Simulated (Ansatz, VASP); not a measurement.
One calculation of KF, two programs

```xyz
2
Lattice="0.0000 2.7403 2.7403 2.7403 0.0000 2.7403 2.7403 2.7403 0.0000" Properties=species:S:1:pos:R:3 pbc="T T T"
K     0.0000    0.0000    0.0000
F     2.7403    2.7403    2.7403
```

Change from the starting cell: strain +0.025 along x and y, +0.025 along z, atoms carried along.

Alike in both runs: task single point; functional r2SCAN; k mesh 8 × 8 × 8; occupations gaussian, width 0.05 eV; no spin polarisation.

```csv
,VASP,Ansatz
version,VASP 6.6.1,Ansatz 0.2.0
potentials or method,"VASP PAW PBE potentials, release 64 (K_sv, F), cutoff 520 eV","scalar-relativistic, plane waves, PAW"
valence electrons in the cell,16,16
```

```tsv
	VASP	Ansatz	Ansatz less VASP
gap on the k mesh at the Fermi level (eV)	6.44	6.44	+0.001
least direct gap on the mesh (eV)	6.44	6.44	+0.001
pressure (GPa)	-2.6	-2.6	+0.06
```

VASP's potentials were made for PBE, not for r2SCAN. With one functional, cell and mesh, what is left measures potentials, basis and numerics.
